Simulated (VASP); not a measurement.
Wanted: the native input for a VASP 6.6.1 run.

| Property | Result |
| --- | --- |
| Task | electric field gradients |
| Functional | PBE |
| Potentials or basis | VASP PAW PBE potentials, release 64 (Zn, S) |
| Cutoff | 520 eV |
| k mesh | 8 × 8 × 2 |
| Occupations | fermi-dirac, width 0.02 eV |
| Spin | no spin polarisation |
| Dipole correction | no |
| Further INCAR settings | LREAL = Auto; ALGO = Normal; EDIFF = 1e-08; NBANDS = 86 |

The structure of ZnS lies in POSCAR:

```
ZnS
1.0
    3.8177296488      0.0000000000      0.0000000000
   -1.9088648244      3.3062508606      0.0000000000
    0.0000000000      0.0000000000     24.9987122991
Zn S
8 8
Direct
    0.3333333333      0.6666666667      0.1251184100
    0.0000000000      0.0000000000      0.0001589700
    0.6666666667      0.3333333333      0.6250474700
    0.6666666667      0.3333333333      0.8751387000
    0.0000000000      0.0000000000      0.7500222700
    0.3333333333      0.6666666667      0.5000781600
    0.0000000000      0.0000000000      0.3750879400
    0.6666666667      0.3333333333      0.2501284900
    0.6666666667      0.3333333333      0.3437219900
    0.6666666667      0.3333333333      0.7185811600
    0.3333333333      0.6666666667      0.2187340500
    0.0000000000      0.0000000000      0.8436723900
    0.6666666667      0.3333333333      0.9688127500
    0.0000000000      0.0000000000      0.0937260600
    0.3333333333      0.6666666667      0.5936859800
    0.0000000000      0.0000000000      0.4686862100
```

These files were run (other wordings do the same):

INCAR

```
SYSTEM = ZnS
PREC = Accurate ; ENCUT = 520
EDIFF = 1E-8 ; ISMEAR = -1
SIGMA = 0.02 ; LREAL = Auto
LASPH = .True. ; NELM = 60
ALGO = Normal ; ISIF = 2
LWAVE = .False. ; LCHARG = .False.
GGA = PE ; LEFG = .True.
NBANDS = 86
```

KPOINTS

```
regular mesh
0
Gamma
  8 8 2
  0 0 0
```

Potentials or basis: VASP PAW PBE potentials, release 64 (Zn, S).

Run with:

```console
$ cat potpaw_PBE.64/Zn/POTCAR potpaw_PBE.64/S/POTCAR > POTCAR
$ mpirun -np 1 vasp_std > vasp.out
```

It gave:

```json
{"Pressure": "1.8 GPa", "Largest force": "0.014 eV/Å", "Band gap on the k mesh": "2.13 eV", "Largest electric field gradient by atom": "Zn +0.1, +0.4, -0.1, -0.5, -0.8, +0.0, -0.0 (each value once); S +0.8, +1.3, +0.9, +2.9, +2.4 (each value once) V/Å²"}
```

Caveat: without QUAD_EFG the Cq values of the log hold for a quadrupole moment of 1 mb, not for the nuclei.

Wall time 32 min on 1 thread of Oxide Virtual Turin-like Processor, with other jobs on the host, peak memory 0.55 GiB.
